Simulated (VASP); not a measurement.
Wanted: the native input for a VASP 6.6.1 run.

* Task: relaxation of cell and atoms
* Functional: PBE
* Potentials or basis: VASP PAW PBE potentials, release 64 (Cr_sv, Sb_d_GW, C)
* Cutoff: 700 eV
* k mesh: 4 × 4 × 4
* Occupations: gaussian, width 0.1 eV
* Spin: no spin polarisation
* Dipole correction: no
* Further INCAR settings: ALGO = Normal; EDIFF = 1e-07; IBRION = 2; EDIFFG = -0.04; NSW = 90; ISIF = 3

The structure of CrSbC3 lies in POSCAR:

```
CrSbC3
1.0
    3.7535285551      0.0000000000      0.0000000000
    0.0000000000      3.7535285551      0.0000000000
    0.0000000000      0.0000000000      3.8005652538
Cr Sb C
1 1 3
Direct
    0.5000000000      0.5000000000      0.5150000000
    0.0000000000      0.0000000000      0.0000000000
    0.5000000000      0.5000000000      0.9750000000
    0.0000000000      0.5000000000      0.4850000000
    0.5000000000      0.0000000000      0.4850000000
```

One way to write it, as run:

INCAR

```
PREC = Accurate
ENCUT = 700
EDIFF = 1E-7
ISMEAR = 0
SIGMA = 0.1
LREAL = False
LASPH = True
NELM = 120
ALGO = Normal
ISIF = 3
LWAVE = False
LCHARG = False
GGA = PE
IBRION = 2
NSW = 90
EDIFFG = -0.04
GGA_COMPAT = False
NELMIN = 4
```

KPOINTS

```
Automatic mesh
0
Gamma
  4 4 4
```

Potentials or basis: VASP PAW PBE potentials, release 64 (Cr_sv, Sb_d_GW, C).

Run with:

```bash
$ cat potpaw_PBE.64/Cr_sv/POTCAR potpaw_PBE.64/Sb_d_GW/POTCAR potpaw_PBE.64/C/POTCAR > POTCAR
$ mpirun -np 1 vasp_std > vasp.out
```

It gave:

```
Relaxed volume                        : 11.95 Å³/atom
Relaxed cell                          : a = 3.888 Å, b = 3.888 Å, c = 3.953 Å, α = 90.00°, β = 90.00°, γ = 90.00°
Space group after relaxing (to 0.1 Å) : P4mm (No. 99)
Energy gained by relaxing             : 103.9 meV/atom
Ionic steps                           : 9
Pressure after relaxing               : -0.1 GPa
Largest force after relaxing          : 0.023 eV/Å
Band gap on the k mesh                : zero (an odd number of electrons rules out a gap without spin polarisation)
```

Caveat: the k points lie up to 0.40 Å⁻¹ apart in the final cell, too coarse for converged energies and pressures of a metal; spin-orbit coupling is left out, which moves the levels of the heavy elements; an odd number of electrons without spin polarisation forces a metal; a magnetic or distorted state may lie lower; the run has no spin polarisation, though such a crystal can be magnetic.

It took 5.1 min on 1 thread of Intel(R) Xeon(R) Platinum 8488C (Sapphire Rapids) (shared host), peak memory 0.23 GiB.
